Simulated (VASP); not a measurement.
# SrO (I4/mmm) in VASP: further runs

The runs below take SrO through single point, with PBE, r2SCAN.

All numbers are computed with VASP 6.6.1; they aren't measurements. Logs are shortened: lines on timing, memory, paths and dates and some standing lists are left out, and cuts for length are marked.

## Step 1: The cell of the first run

Symmetry: I4/mmm, No. 139, tetragonal system. The conventional cell has a = 3.859 Å, b = 3.859 Å, c = 5.160 Å, α = 90.00°, β = 90.00°, γ = 90.00°. Sr (site symmetry 4/mmm) has 6 O at 2.58 to 2.73 Å within 3.4 Å. Within 3.4 Å of O (site symmetry 4/mmm) lie 6 Sr at 2.58 to 2.73 Å.

## Step 2: Single point, PBE (biaxial xy strain +5.8%)

INCAR reads:

```
SYSTEM = SrO
PREC = Accurate
ENCUT = 520
EDIFF = 1E-6
ISMEAR = -1
SIGMA = 0.02
LREAL = .FALSE.
LASPH = .TRUE.
NELM = 100
ALGO = Normal
ISIF = 2
LWAVE = .FALSE.
LCHARG = .FALSE.
GGA = PE
NBANDS = 15
```

KPOINTS reads:

```
Automatic mesh
0
G
  8 8 8
  0 0 0
```

POSCAR reads:

```
SrO
1.0
    0.0000000000      2.7284941252      2.5798923271
    2.7284941252      0.0000000000      2.5798923271
    2.7284941252      2.7284941252      0.0000000000
Sr O
1 1
Direct
    0.0000000000      0.0000000000      0.0000000000
    0.5000000000      0.5000000000      0.5000000000
```

Potentials or basis: VASP PAW PBE potentials, release 64 (Sr_sv, O).

Launch:

```bash
$ cat potpaw_PBE.64/Sr_sv/POTCAR potpaw_PBE.64/O/POTCAR > POTCAR
$ mpirun -np 1 vasp_std > vasp.out
```

OUTCAR:

```text
SYSTEM = SrO
   PREC = Accurate
   ENCUT = 520
   EDIFF = 1E-6
   ISMEAR = -1
   LREAL = .FALSE.
   LASPH = .TRUE.
   NELM = 100
   ISIF = 2
   GGA = PE

 ion  position               nearest neighbor table
   1  0.000  0.000  0.000-   2 2.58   2 2.58   2 2.73   2 2.73   2 2.73   2 2.73
   2  0.500  0.500  0.500-   1 2.58   1 2.58   1 2.73   1 2.73   1 2.73   1 2.73

  LATTYP: Found a body centered tetragonal cell.
 ALAT       =     3.8586733967
 C/A-ratio  =     1.3371913411

  Lattice vectors:

 A1 = (   0.0000000000,  -2.7284941252,  -2.5798923271)
 A2 = (   0.0000000000,   2.7284941252,  -2.5798923271)
 A3 = (   2.7284941252,   0.0000000000,   2.5798923271)

Analysis of symmetry for initial positions (statically):
=====================================================================
 Subroutine PRICEL returns:
 Original cell was already a primitive cell.

 Routine SETGRP: Setting up the symmetry group for a
 body centered tetragonal supercell.

 Subroutine GETGRP returns: Found 16 space group operations
 (whereof 16 operations were pure point group operations)
 out of a pool of 16 trial point group operations.

The static configuration has the point symmetry D_4h.

Analysis of symmetry for dynamics (positions and initial velocities):
=====================================================================
 Subroutine PRICEL returns:
 Original cell was already a primitive cell.

 Routine SETGRP: Setting up the symmetry group for a
 body centered tetragonal supercell.

 Subroutine GETGRP returns: Found 16 space group operations
 (whereof 16 operations were pure point group operations)
 out of a pool of 16 trial point group operations.

The dynamic configuration has the point symmetry D_4h.

 Subroutine INISYM returns: Found 16 space group operations
 (whereof 16 operations are pure point group operations),
 and found     1 'primitive' translations

----------------------------------------------------------------------------------------

                                     Primitive cell

  volume of cell :      38.4129

  direct lattice vectors                    reciprocal lattice vectors
     0.000000000  2.728494125  2.579892327    -0.183251265  0.183251265  0.193806538
     2.728494125  0.000000000  2.579892327     0.183251265 -0.183251265  0.193806538
     2.728494125  2.728494125  0.000000000     0.183251265  0.183251265 -0.193806538

  length of vectors
     3.755066525  3.755066525  3.858673397     0.323609373  0.323609373  0.323609373

  position of ions in fractional coordinates (direct lattice)
     0.000000000  0.000000000  0.000000000
     0.500000000  0.500000000  0.500000000

  ion indices of the primitive-cell ions
   primitive index   ion index
                 1           1
                 2           2

----------------------------------------------------------------------------------------

 KPOINTS: Automatic mesh

Automatic generation of k-mesh.
 Grid dimensions read from file:
 generate k-points for:    8    8    8

 Generating k-lattice:

  Cartesian coordinates                     Fractional coordinates (reciprocal lattice)
    -0.022906408  0.022906408  0.024225817     0.125000000 -0.000000000  0.000000000
     0.022906408 -0.022906408  0.024225817    -0.000000000  0.125000000  0.000000000
     0.022906408  0.022906408 -0.024225817     0.000000000  0.000000000  0.125000000

  Length of vectors
     0.040451172  0.040451172  0.040451172

  Shift w.r.t. Gamma in fractional coordinates (k-lattice)
     0.000000000  0.000000000  0.000000000

 Subroutine IBZKPT returns following result:
 ===========================================

 Found     59 irreducible k-points:

 Following reciprocal coordinates:
            Coordinates               Weight
  0.000000  0.000000  0.000000      1.000000
  0.125000  0.000000  0.000000      8.000000
  0.250000  0.000000  0.000000      8.000000
  0.375000  0.000000  0.000000      8.000000
  0.500000  0.000000  0.000000      4.000000
  0.125000  0.125000  0.000000      2.000000
[... 16 lines left out ...]
  0.250000  0.000000  0.125000     16.000000
  0.375000 -0.000000  0.125000     16.000000
 [... further k-points ...]
   k-points           NKPTS =     59   k-points in BZ     NKDIM =     59   number of bands    NBANDS=     15
   number of dos      NEDOS =    301   number of ions     NIONS =      2
   total plane-waves  NPLWV =  23520
   dimension x,y,z NGX =    28 NGY =   28 NGZ =   30
   dimension x,y,z NGXF=    56 NGYF=   56 NGZF=   60
   ions per type =               1   1
   NGX,Y,Z   is equivalent  to a cutoff of  12.40, 12.40, 12.93 a.u.
   NGXF,Y,Z  is equivalent  to a cutoff of  24.79, 24.79, 25.85 a.u.
 SYSTEM =  SrO
   PREC   = accura    normal or accurate (medium, high low for compatibility)
   ISTART =      0    job   : 0-new  1-cont  2-samecut
   ICHARG =      2    charge: 1-file 2-atom 10-const
   ISPIN  =      1    spin polarized calculation?
   LNONCOLLINEAR =      F non collinear calculations
   LSORBIT =      F    spin-orbit coupling
   LASPH  =      T    aspherical Exc in radial PAW
   ENCUT  =  520.0 eV  38.22 Ry    6.18 a.u.   6.98  6.98  7.17*2*pi/ulx,y,z
   NELM   =    100;   NELMIN=  2; NELMDL= -5     # of ELM steps
   EDIFF  = 0.1E-05   stopping-criterion for ELM
   LREAL  =      F    real-space projection
   EDIFFG = 0.1E-04   stopping-criterion for IOM
   NSW    =      0    number of steps for IOM
   IBRION =     -1    ionic relax: 0-MD 1-quasi-New 2-CG
   NFREE  =      0    steps in history (QN), initial steepest desc. (CG)
   ISIF   =      2    stress and relaxation
   ISYM   =      2    0-nonsym 1-usesym 2-fastsym
   POTIM  = 0.5000    time-step for ionic-motion
   TEBEG  =    0.0;   TEEND  =   0.0 temperature during run
   PSTRESS=    0.0 pullay stress
   NELECT =      16.0000    total number of electrons
   NUPDOWN=      -1.0000    fix difference up-down
   EMIN   =  10.00;   EMAX   =-10.00  energy-range for DOS
   EFERMI =   0.00;   METHOD = LEGACY
   ISMEAR =    -1;   SIGMA  =   0.02  broadening in eV -4-tet -1-fermi 0-gaus
   EFERMI_NEDOS =   21; number of points for ismear=-14 and -15
   IALGO  =     38    algorithm
   IMIX   =      4    mixing-type and parameters
     AMIX     =   0.40;   BMIX     =  1.00
     AMIX_MAG =   1.60;   BMIX_MAG =  1.00
  volume/ion in A,a.u.               =      19.21       129.61
  Fermi-wavevector in a.u.,A,eV,Ry     =   1.222613  2.310403 20.337746  1.494782
  Thomas-Fermi vector in A             =   2.357753
   LORBIT       =      0    0 simple, 1 ext, 2 COOP (PROOUT), +10 PAW based schemes
   GGA     = PE    functional components
   LHFCALC =     F    Hartree Fock is set to
   AEXX    =    0.0000 exact exchange contribution
   IVDW    =     0    specifies the selected vdW correction
   LEPSILON=     F    determine dielectric tensor
   LRPA    =     F    only Hartree local field effects (RPA)
 non-spin polarized calculation
  energy-cutoff  :      520.00
  volume of cell :       38.41
 maximum number of plane-waves:      1050
   NGX = 13   NGY = 13   NGZ = 15

 number of electron      16.0000003 magnetization

 Free energy of the ion-electron system (eV)
  ---------------------------------------------------
  ext. energy  EPLUGINS =         0.00000000
  ---------------------------------------------------
  free energy    TOTEN  =       -11.97560358 eV

  energy without entropy =      -11.97560358  energy(sigma->0) =      -11.97560358

 E-fermi :   1.7222     XC(G=0):  -9.4579

 val. band max:        1.2256895836   @ k =   0.0000   0.0000   0.0000
 cond. band min:       4.2515446759   @ k =   0.0000   0.0000   0.0000
 fundamental gap:      3.0258550923
 Fermi energy:         1.7222281580

 k-point     1 :       0.0000    0.0000    0.0000
  band No.  band energies     occupation
      1     -31.7073      2.00000
      2     -13.8180      2.00000
      3     -13.4670      2.00000
      4     -13.4670      2.00000
      5     -13.4161      2.00000
      6       1.0825      2.00000
      7       1.0825      2.00000
      8       1.2257      2.00000
      9       4.2515      0.00000
     10       6.9489      0.00000
     11       6.9489      0.00000
     12       7.3091      0.00000
     13       8.6270      0.00000
     14       9.3783      0.00000
     15      13.2553      0.00000

 k-point     2 :       0.1250    0.0000    0.0000
  band No.  band energies     occupation
      1     -31.6957      2.00000
      2     -14.2478      2.00000
      3     -13.4807      2.00000
      4     -13.4482      2.00000
      5     -13.0385      2.00000
      6       0.6968      2.00000
      7       0.9319      2.00000
      8       1.0179      2.00000
      9       4.9026      0.00000
     10       6.9004      0.00000
     11       7.2315      0.00000
     12       7.4615      0.00000
     13       8.9497      0.00000
     14       9.7266      0.00000
     15      14.1253      0.00000

 k-point     3 :       0.2500    0.0000    0.0000
  band No.  band energies     occupation
      1     -31.6676      2.00000
      2     -14.7526      2.00000
      3     -13.5135      2.00000
      4     -13.4616      2.00000
      5     -12.6002      2.00000
      6      -0.0372      2.00000
      7       0.6027      2.00000
      8       0.6390      2.00000
      9       6.2748      0.00000
     10       6.8684      0.00000
     11       7.9850      0.00000
     12       8.1130      0.00000
     13       9.7819      0.00000
     14      10.5886      0.00000
     15      15.7232      0.00000
[... 343 lines left out ...]
 k-point    23 :       0.2500    0.0000    0.1250
  band No.  band energies     occupation
      1     -31.6710      2.00000
      2     -14.5587      2.00000
      3     -13.5261      2.00000
      4     -13.4882      2.00000
      5     -12.8120      2.00000
      6       0.0298      2.00000
      7       0.7941      2.00000
      8       0.9415      2.00000
      9       6.0037      0.00000
     10       6.1986      0.00000
     11       8.1453      0.00000
     12       8.3894      0.00000
     13       9.7061      0.00000
     14      10.1646      0.00000
     15      15.7630      0.00000

 k-point    24 :       0.3750   -0.0000    0.1250
  band No.  band energies     occupation
      1     -31.6428      2.00000
      2     -14.9156      2.00000
      3     -13.5701      2.00000
      4     -13.5152      2.00000
      5     -12.5260      2.00000
      6      -0.3462      2.00000
      7       0.4158      2.00000
      8       0.5814      2.00000
      9       6.5114      0.00000
     10       7.2775      0.00000
     11       8.8458      0.00000
     12       9.1483      0.00000
     13      10.6813      0.00000
     14      11.0552      0.00000
     15      15.1691      0.00000

 [... further k-points ...]
[... 5 lines left out ...]
  --------------------------------------------------------------------------------------
  -------------------------------------------------------------------------------------
  Total       -1.6539947     -1.6539947     -0.6481095      0.0000000      0.0000000     -0.0000000
  in kB      -68.9869692    -68.9869692    -27.0321962      0.0000000      0.0000000     -0.0000000
  external PRESSURE =     -55.0020449 kB  Pullay stress =       0.0000000 kB

 VOLUME and BASIS-vectors are now :
 -----------------------------------------------------------------------------
  energy-cutoff  :      520.00
  volume of cell :       38.41
      direct lattice vectors                 reciprocal lattice vectors
     0.000000000  2.728494125  2.579892327    -0.183251265  0.183251265  0.193806538
     2.728494125  0.000000000  2.579892327     0.183251265 -0.183251265  0.193806538
     2.728494125  2.728494125  0.000000000     0.183251265  0.183251265 -0.193806538

 POSITION                                       TOTAL-FORCE (eV/Angst)
 -----------------------------------------------------------------------------------
      0.00000      0.00000      0.00000        -0.000000     -0.000000      0.000000
      2.72849      2.72849      2.57989         0.000000      0.000000      0.000000
 -----------------------------------------------------------------------------------
    total drift:                                0.000000      0.000000      0.000000

  FREE ENERGIE OF THE ION-ELECTRON SYSTEM (eV)
  ---------------------------------------------------
  free  energy   TOTEN  =       -11.9756035757 eV

  energy  without entropy=      -11.9756035757  energy(sigma->0) =      -11.97560358
```

Wall time 36 s (1 thread of AMD EPYC 7R43 (Zen 3), shared host); peak memory 0.15 GiB.

Results:

| Item | Value |
| --- | --- |
| Free energy | -11.9756 eV |
| Pressure | -5.5 GPa |
| Band gap on the k mesh | 3.03 eV, direct |

Caveat: the cell differs from its parent crystal (biaxial xy strain +5.8%).

## Step 3: Single point, r2SCAN (biaxial xy strain +5.8%)

POSCAR is that of step 2.

INCAR.step1 reads:

```
ALGO = Normal ; EDIFF = 1E-4
ENCUT = 520 ; GGA = PE
ISMEAR = 0 ; LASPH = T
LCHARG = F ; LREAL = F
LWAVE = T ; NBANDS = 15
NELM = 100 ; PREC = Accurate
SIGMA = 0.01
```

INCAR.step2 reads:

```
ALGO = Normal ; EDIFF = 1E-6
ENCUT = 520 ; ISIF = 2
ISMEAR = 0 ; ISTART = 1
LASPH = T ; LCHARG = T
LELF = T ; LMIXTAU = T
LREAL = F ; LVHAR = T
LWAVE = F ; METAGGA = R2SCAN
NBANDS = 15 ; NELM = 100
PREC = Accurate ; SIGMA = 0.01
```

KPOINTS reads:

```
k-points
0
Gamma
  8 8 8
```

Potentials or basis: VASP PAW PBE potentials, release 64 (Sr_sv, O).

Launch:

```bash
$ cat potpaw_PBE.64/Sr_sv/POTCAR potpaw_PBE.64/O/POTCAR > POTCAR
$ cp INCAR.step1 INCAR
$ mpirun -np 1 vasp_std > vasp.out
$ cp INCAR.step2 INCAR
$ mpirun -np 1 vasp_std > vasp.out
```

It took 2.5 min on 1 thread of AMD EPYC 7R43 (Zen 3), shared host; peak memory 0.16 GiB.

Results (log left out):

```
Free energy            : -26.9356 eV
Pressure               : -7.4 GPa
Band gap on the k mesh : 3.54 eV, indirect (least direct gap 3.66 eV)
```

Stress tensor (GPa, compression positive):
```
-8.82  0.00  0.00
 0.00 -8.82  0.00
 0.00  0.00 -4.40
```

Levels at points of the mesh, in eV from the valence-band top:
| k point | band 6 | band 7 | band 8 | band 9 | band 10 | band 11 |
| --- | --- | --- | --- | --- | --- | --- |
| (0.00, 0.00, 0.00) | -0.14 | -0.14 | 0.00 | 3.66 | 6.28 | 6.28 |
| (0.50, 0.00, 0.00) | -2.00 | -1.04 | -1.01 | 6.47 | 7.98 | 8.65 |
| (0.50, 0.50, 0.00) | -0.50 | -0.31 | -0.31 | 3.54 | 7.57 | 9.99 |
| (0.50, 0.00, 0.50) | -0.78 | -0.29 | -0.13 | 3.76 | 7.47 | 9.81 |

Caveat: the cell differs from its parent crystal (biaxial xy strain +5.8%); the PAW data sets were made with another functional, which shifts forces and pressure a little.
